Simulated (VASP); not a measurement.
# C (Imma) in VASP: notebook

Runs on C. Level: PBEsol. Tasks: single point.

Everything below comes from runs of VASP 6.6.1. Logs are shortened: lines on timing, memory, paths and dates and some standing lists are left out, and cuts for length are marked.

## 1. The cell of the first run

Symmetry: Imma, No. 74, orthorhombic system. Conventional cell: a = 2.522 Å, b = 2.522 Å, c = 3.567 Å, α = 90.00°, β = 90.00°, γ = 90.00°. Within 1.9 Å of C (site symmetry mm2) lie 4 C at 1.44 to 1.67 Å.

## 2. Single point, PBEsol

Contents of INCAR:

```
  PREC = Accurate
  ENCUT = 600
  EDIFF = 1E-6
  ISMEAR = 0
  SIGMA = 0.01
  LREAL = F
  LASPH = T
  NELM = 120
  ALGO = Normal
  ISIF = 2
  LWAVE = F
  LCHARG = F
  GGA = PS
  NBANDS = 11
  GGA_COMPAT = F
```

Contents of KPOINTS:

```
regular mesh
0
Gamma
  10 10 10
```

Contents of POSCAR:

```
C
1.0
    0.0000000000      1.7833700000      1.7833700000
    1.7833700000      0.0000000000      1.7833700000
    1.7833700000      1.7833700000      0.0000000000
C
2
Direct
   -0.0560736134      0.0560736134     -0.0560736134
    0.2500000000      0.2500000000      0.2500000000
```

Potentials or basis: VASP PAW PBE potentials, release 64 (C).

Launch:

```bash
cat potpaw_PBE.64/C/POTCAR > POTCAR
mpirun -np 1 vasp_std > vasp.out
```

OUTCAR:

```text
PREC = Accurate
   ENCUT = 600
   EDIFF = 1E-6
   ISMEAR = 0
   LREAL = F
   LASPH = T
   NELM = 120
   ISIF = 2
   GGA = PS

 ion  position               nearest neighbor table
   1  0.944  0.056  0.944-   2 1.44   2 1.44   2 1.67   2 1.67
   2  0.250  0.250  0.250-   1 1.44   1 1.44   1 1.67   1 1.67

  LATTYP: Found a face centered cubic cell.
 ALAT       =     3.5667400000

  Lattice vectors:

 A1 = (   0.0000000000,   1.7833700000,   1.7833700000)
 A2 = (   1.7833700000,   0.0000000000,   1.7833700000)
 A3 = (   1.7833700000,   1.7833700000,   0.0000000000)

Analysis of symmetry for initial positions (statically):
=====================================================================
 Subroutine PRICEL returns:
 Original cell was already a primitive cell.

 Routine SETGRP: Setting up the symmetry group for a
 face centered cubic supercell.

 Subroutine GETGRP returns: Found  8 space group operations
 (whereof  4 operations were pure point group operations)
 out of a pool of 48 trial point group operations.

The static configuration has the point symmetry C_2v.
 The point group associated with its full space group is D_2h.

Analysis of symmetry for dynamics (positions and initial velocities):
=====================================================================
 Subroutine PRICEL returns:
 Original cell was already a primitive cell.

 Routine SETGRP: Setting up the symmetry group for a
 face centered cubic supercell.

 Subroutine GETGRP returns: Found  8 space group operations
 (whereof  4 operations were pure point group operations)
 out of a pool of 48 trial point group operations.

The dynamic configuration has the point symmetry C_2v.
 The point group associated with its full space group is D_2h.

 Subroutine INISYM returns: Found  8 space group operations
 (whereof  4 operations are pure point group operations),
 and found     1 'primitive' translations

----------------------------------------------------------------------------------------

                                     Primitive cell

  volume of cell :      11.3437

  direct lattice vectors                    reciprocal lattice vectors
     0.000000000  1.783370000  1.783370000    -0.280368067  0.280368067  0.280368067
     1.783370000  0.000000000  1.783370000     0.280368067 -0.280368067  0.280368067
     1.783370000  1.783370000  0.000000000     0.280368067  0.280368067 -0.280368067

  length of vectors
     2.522066041  2.522066041  2.522066041     0.485611737  0.485611737  0.485611737

  position of ions in fractional coordinates (direct lattice)
     0.943926387  0.056073613  0.943926387
     0.250000000  0.250000000  0.250000000

[... 87 lines left out ...]
   NELECT =       8.0000    total number of electrons
   NUPDOWN=      -1.0000    fix difference up-down
   EMIN   =  10.00;   EMAX   =-10.00  energy-range for DOS
   EFERMI =   0.00;   METHOD = LEGACY
   ISMEAR =     0;   SIGMA  =   0.01  broadening in eV -4-tet -1-fermi 0-gaus
   EFERMI_NEDOS =   21; number of points for ismear=-14 and -15
   IALGO  =     38    algorithm
   IMIX   =      4    mixing-type and parameters
     AMIX     =   0.40;   BMIX     =  1.00
     AMIX_MAG =   1.60;   BMIX_MAG =  1.00
  volume/ion in A,a.u.               =       5.67        38.28
  Fermi-wavevector in a.u.,A,eV,Ry     =   1.457203  2.753714 28.891161  2.123440
  Thomas-Fermi vector in A             =   2.574032
   LORBIT       =      0    0 simple, 1 ext, 2 COOP (PROOUT), +10 PAW based schemes
   GGA     = PS    functional components
   LHFCALC =     F    Hartree Fock is set to
   AEXX    =    0.0000 exact exchange contribution
   IVDW    =     0    specifies the selected vdW correction
   LEPSILON=     F    determine dielectric tensor
   LRPA    =     F    only Hartree local field effects (RPA)
 non-spin polarized calculation
 Gauss-broadening in eV      SIGMA  =   0.01
  energy-cutoff  :      600.00
  volume of cell :       11.34
 maximum number of plane-waves:       388
   NGX =  9   NGY =  9   NGZ =  9

 number of electron       7.9999999 magnetization

 Free energy of the ion-electron system (eV)
  ---------------------------------------------------
  ext. energy  EPLUGINS =         0.00000000
  ---------------------------------------------------
  free energy    TOTEN  =       -18.54460899 eV

  energy without entropy =      -18.54460899  energy(sigma->0) =      -18.54460899

 E-fermi :  12.7594     XC(G=0): -13.4365

 val. band max:       12.7301697364   @ k =   0.0000   0.0000   0.0000
 cond. band min:      12.7885351359   @ k =   0.0000   0.0000   0.0000
 fundamental gap:      0.0583653995
 Fermi energy:        12.7593524956

 k-point     1 :       0.0000    0.0000    0.0000
  band No.  band energies     occupation
      1     -11.8850      2.00000
      2       6.6662      2.00000
      3      10.2496      2.00000
      4      12.7302      1.99996
      5      12.7885      0.00004
      6      14.5605      0.00000
      7      18.1638      0.00000
      8      22.9149      0.00000
      9      28.3479      0.00000
     10      34.8668      0.00000
     11      36.0882      0.00000
[... 309 lines left out ...]
 k-point    24 :       0.1000    0.0000    0.4000
  band No.  band energies     occupation
      1      -8.0275      2.00000
      2      -1.2107      2.00000
      3       5.8162      2.00000
      4       7.5940      2.00000
      5      17.2346      0.00000
      6      17.6389      0.00000
      7      21.5819      0.00000
      8      23.8413      0.00000
      9      29.1148      0.00000
     10      32.5200      0.00000
     11      35.8647      0.00000

 [... further k-points ...]

------------------------ aborting loop because EDIFF is reached ----------------------------------------

  FORCE on cell =-STRESS in cart. coord.  units (eV):
  Direction    XX          YY          ZZ          XY          YZ          ZX
  --------------------------------------------------------------------------------------
  -------------------------------------------------------------------------------------
  Total        0.8544844      0.2342962      0.8544844      0.0000000      0.0000000     -0.6799271
  in kB      120.6869677     33.0918864    120.6869677      0.0000000      0.0000000    -96.0325675
  external PRESSURE =      91.4886073 kB  Pullay stress =       0.0000000 kB

 VOLUME and BASIS-vectors are now :
 -----------------------------------------------------------------------------
  energy-cutoff  :      600.00
  volume of cell :       11.34
      direct lattice vectors                 reciprocal lattice vectors
     0.000000000  1.783370000  1.783370000    -0.280368067  0.280368067  0.280368067
     1.783370000  0.000000000  1.783370000     0.280368067 -0.280368067  0.280368067
     1.783370000  1.783370000  0.000000000     0.280368067  0.280368067 -0.280368067

 POSITION                                       TOTAL-FORCE (eV/Angst)
 -----------------------------------------------------------------------------------
      1.78337      3.36674      1.78337         0.000000      6.749357      0.000000
      0.89168      0.89168      0.89168         0.000000     -6.749357      0.000000
 -----------------------------------------------------------------------------------
    total drift:                                0.000000      0.000007      0.000000

  FREE ENERGIE OF THE ION-ELECTRON SYSTEM (eV)
  ---------------------------------------------------
  free  energy   TOTEN  =       -18.5446089916 eV

  energy  without entropy=      -18.5446089894  energy(sigma->0) =      -18.54460899
```

stdout:

```text
POSCAR found type information on POSCAR C
 POSCAR found :  1 types and       2 ions
 scaLAPACK will be used
 -----------------------------------------------------------------------------
|                                                                             |
|                                                                             |
|     You enforced a specific xc type in the INCAR file but a different       |
|     I HOPE YOU KNOW WHAT YOU ARE DOING!                                     |
|                                                                             |
 -----------------------------------------------------------------------------

 LDA part: xc-table for (Slater+PW92), standard interpolation
 POSCAR, INCAR and KPOINTS ok, starting setup
 FFT: planning ... GRIDC
 FFT: planning ... GRID_SOFT
 FFT: planning ... GRID
 WAVECAR not read
 entering main loop
```

Run time: 11 s. Hardware: 1 thread of Intel Xeon 6975P-C (Granite Rapids), shared host; peak memory 0.13 GiB.

Results:

| Property | Result |
| --- | --- |
| Free energy | -18.5446 eV |
| Pressure | 9.1 GPa |
| Largest force | 6.749 eV/Å |
| Band gap on the k mesh | 0.06 eV, direct |

Forces on the atoms (eV/Å):
```
C    0.000  6.749  0.000
C    0.000 -6.749  0.000
```

Stress tensor (GPa, compression positive):
```
12.07  0.00 -9.60
 0.00  3.31  0.00
-9.60  0.00 12.07
```

Caveat: the PAW data sets were made with another functional, which shifts forces and pressure a little. A k mesh can miss the band edges.

## 3. Single point, PBEsol

Contents of INCAR:

```
PREC = Accurate
ENCUT = 600
EDIFF = 1E-6
ISMEAR = 0
SIGMA = 0.01
LREAL = False
LASPH = True
NELM = 120
ALGO = Normal
ISIF = 2
LWAVE = False
LCHARG = False
GGA = PS
NBANDS = 11
GGA_COMPAT = False
```

Contents of KPOINTS:

```
Automatic mesh
0
Gamma
  10 10 10
```

POSCAR, as its differences from that of step 2:

```diff
@@ -8,3 +8,3 @@
 Direct
-   -0.0560736134      0.0560736134     -0.0560736134
+    0.0560736134     -0.0560736134      0.0560736134
     0.2500000000      0.2500000000      0.2500000000
```

Potentials or basis: VASP PAW PBE potentials, release 64 (C).

Launch:

```bash
cat potpaw_PBE.64/C/POTCAR > POTCAR
mpirun -np 1 vasp_std > vasp.out
```

Wall time 8.2 s (1 thread of Intel Xeon 6975P-C (Granite Rapids), shared host); peak memory 0.13 GiB.

It converged, with:

| Quantity | Value |
| --- | --- |
| Free energy | -18.5446 eV |
| Pressure | 9.1 GPa |
| Largest force | 6.749 eV/Å |
| Band gap on the k mesh | 0.06 eV, direct |

Forces in eV/Å, atoms in the order of the input:
```
C    0.000 -6.749  0.000
C    0.000  6.749  0.000
```

Stress tensor (GPa, compression positive):
```
12.07  0.00  9.60
 0.00  3.31  0.00
 9.60  0.00 12.07
```

Levels at points of the mesh, in eV from the valence-band top:
```csv
k point,band 1,band 2,band 3,band 4,band 5,band 6,band 7,band 8,band 9
"(0.00, 0.00, 0.00)",-24.62,-6.06,-2.48,0.00,0.06,1.83,5.43,10.18,15.62
"(0.50, 0.00, 0.00)",-19.14,-15.83,-7.89,-4.10,1.94,5.95,7.81,11.25,19.29
"(0.00, 0.50, 0.00)",-18.52,-17.34,-6.78,-4.23,3.21,4.88,9.27,13.36,16.44
"(0.50, 0.50, 0.00)",-16.09,-16.09,-9.06,-9.06,0.84,0.84,14.77,14.77,19.59
"(0.50, 0.00, 0.50)",-16.55,-15.09,-10.59,-8.68,0.73,2.51,12.25,16.21,16.70
```

Caveat: the PAW data sets were made with another functional, which shifts forces and pressure a little.
